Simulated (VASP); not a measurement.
Here is a VASP 6.6.1 calculation.

INCAR

```
PREC = Accurate ; ENCUT = 520
EDIFF = 1E-6 ; ISMEAR = -1
SIGMA = 0.15 ; LREAL = F
LASPH = T ; NELM = 100
ALGO = Normal ; ISIF = 2
LWAVE = F ; LCHARG = T
GGA = PE ; LELF = T
LVHAR = T ; NBANDS = 15
```

File KPOINTS:

```
Automatic mesh
0
Gamma
  18 18 14
```

POSCAR

```
TaN
1.0
    2.9504708086      0.0000000000      0.0000000000
   -1.4752354043      2.5551826733      0.0000000000
    0.0000000000      0.0000000000      2.8973537261
Ta N
1 1
Direct
    0.3333333333      0.6666666667      0.5000000000
    0.0000000000      0.0000000000      0.0000000000
```

Potentials or basis: VASP PAW PBE potentials, release 64 (Ta_pv, N).

Run with:

```console
$ cat potpaw_PBE.64/Ta_pv/POTCAR potpaw_PBE.64/N/POTCAR > POTCAR
$ mpirun -np 1 vasp_std > vasp.out
```

Problem. Estimate the pressure.

Solution. 0.7 GPa.

Problem. What does it give for the band gap on the k mesh?

Solution. Zero (band 8 reaches 8.33 eV, above the bottom of band 9 at 8.03 eV).

Stress tensor (GPa, compression positive):
```
0.60 0.00 0.00
0.00 0.60 0.00
0.00 0.00 0.76
```

Caveat: spin-orbit coupling is left out, which moves the levels of the heavy elements.
